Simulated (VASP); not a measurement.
Here is a VASP 6.6.1 calculation.

Contents of POSCAR:

```
SiO2
1.0
    4.1854060871      0.0000000000      0.0000000000
    0.0000000000      4.0598439045      0.0000000000
    0.0000000000      0.0000000000      2.6687449852
Si O
2 4
Direct
    0.5000000000      0.5000000000      0.5000000000
    0.0000000000      0.0000000000      0.0000000000
    0.6938852015      0.6938852015      0.0000000000
    0.1938852015      0.8061147985      0.5000000000
    0.3061147985      0.3061147985      0.0000000000
    0.8061147985      0.1938852015      0.5000000000
```

The input INCAR.step1:

```
SYSTEM = SiO2
  PREC = Accurate
  ENCUT = 520
  ISMEAR = 0
  SIGMA = 0.05
  LREAL = .FALSE.
  LASPH = .TRUE.
  NELM = 100
  NBANDS = 25
  GGA = PE
  ALGO = Normal
  EDIFF = 1E-4
  LWAVE = .TRUE.
  LCHARG = .FALSE.
```

Contents of INCAR.step2:

```
SYSTEM = SiO2
  PREC = Accurate
  ENCUT = 520
  EDIFF = 1E-6
  ISMEAR = 0
  SIGMA = 0.05
  LREAL = .FALSE.
  LASPH = .TRUE.
  NELM = 100
  ALGO = Normal
  ISIF = 2
  LWAVE = .FALSE.
  LCHARG = .FALSE.
  METAGGA = R2SCAN
  LMIXTAU = .TRUE.
  NBANDS = 25
  ISTART = 1
```

File KPOINTS:

```
regular mesh
0
G
  6 6 8
  0 0 0
```

Potentials or basis: VASP PAW PBE potentials, release 64 (Si, O).

The run is started by

```bash
$ cat potpaw_PBE.64/Si/POTCAR potpaw_PBE.64/O/POTCAR > POTCAR
$ cp INCAR.step1 INCAR
$ mpirun -np 1 vasp_std > vasp.out
$ cp INCAR.step2 INCAR
$ mpirun -np 1 vasp_std > vasp.out
```

Task: What does it give for the largest force?

Result: 0.333 eV/Å.

Task: What does it give for the band gap on the k mesh?

Result: 7.01 eV, direct.

Forces in eV/Å, atoms in the order of the input:
```
Si   0.000  0.000  0.000
Si   0.000  0.000  0.000
O    0.142  0.301  0.000
O    0.142 -0.301  0.000
O   -0.142 -0.301  0.000
O   -0.142  0.301  0.000
```

Caveat: the cell differs from its parent crystal (strain -0.0300 x Voigt [0, 1, 0, 0, 0, 0]); the PAW data sets were made with another functional, which shifts forces and pressure a little. A k mesh can miss the band edges.
